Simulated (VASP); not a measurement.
**PtC3: relaxation of cell and atoms with PBE**

PtC3:

```
CELL_PARAMETERS angstrom
3.39011 0.00000 0.00000
0.00000 3.39011 0.00000
0.00000 0.00000 3.39011
ATOMIC_POSITIONS crystal
Pt 0.00000 0.00000 0.00000
C 0.00000 0.50000 0.50000
C 0.50000 0.00000 0.50000
C 0.50000 0.50000 0.00000
```

```yaml
Program: VASP 6.6.1
Task: relaxation of cell and atoms
Functional: PBE
Potentials_or_basis: VASP PAW PBE potentials, release 64 (Pt, C)
Cutoff: 600 eV
k_mesh: 14 × 14 × 14
Occupations: gaussian, width 0.1 eV
Spin: no spin polarisation
Dipole_correction: no
Further_INCAR_settings: ALGO = Normal; EDIFF = 1e-06; IBRION = 2; EDIFFG = -0.01; NSW = 100; ISIF = 3
```

```json
{
 "Relaxed volume": "9.71 Å³/atom",
 "Relaxed cell": "a = 3.386 Å, b = 3.386 Å, c = 3.386 Å, α = 90.00°, β = 90.00°, γ = 90.00°",
 "Space group after relaxing (to 0.1 Å)": "Pm-3m (No. 221)",
 "Energy gained by relaxing": "0.1 meV/atom",
 "Ionic steps": "3",
 "Pressure after relaxing": "0.0 GPa",
 "Band gap on the k mesh": "zero (bands 11 and 12 overlap by 1.05 eV)"
}
```

Step by step:
```tsv
step	energy change (eV)	largest force (eV/Å)	pressure (GPa)	volume (Å³)
1	0.0000	0.0000	-0.64	38.96
2	-0.0001	0.0000	0.46	38.74
3	-0.0003	0.0000	0.00	38.83
```

Final structure:
```xyz
4
Lattice="3.3863 0.0000 0.0000 0.0000 3.3863 0.0000 0.0000 0.0000 3.3863" Properties=species:S:1:pos:R:3 pbc="T T T"
Pt    0.0000    0.0000    0.0000
C     0.0000    1.6932    1.6932
C     1.6932    0.0000    1.6932
C     1.6932    1.6932    0.0000
```

Levels at points of the mesh, in eV from the Fermi level:
| k point | band 8 | band 9 | band 10 | band 11 | band 12 | band 13 | band 14 | band 15 |
| --- | --- | --- | --- | --- | --- | --- | --- | --- |
| (0.00, 0.00, 0.00) | -3.26 | -3.26 | -1.41 | -1.41 | 0.80 | 0.80 | 0.80 | 3.35 |
| (0.50, 0.00, 0.00) | -2.91 | -1.29 | -1.29 | -0.18 | 0.71 | 0.71 | 0.75 | 3.69 |
| (0.50, 0.50, 0.00) | -1.96 | -1.91 | -0.45 | -0.34 | -0.30 | -0.30 | 3.40 | 3.40 |
| (0.50, 0.50, 0.50) | -2.40 | -2.40 | -0.59 | -0.59 | -0.59 | 1.08 | 3.95 | 3.95 |

Run time: 56 s on 1 thread of Intel(R) Xeon(R) 6975P-C (Granite Rapids), on a shared host, peak memory 0.23 GiB.

Caveat: spin-orbit coupling is left out, which moves the levels of the heavy elements.
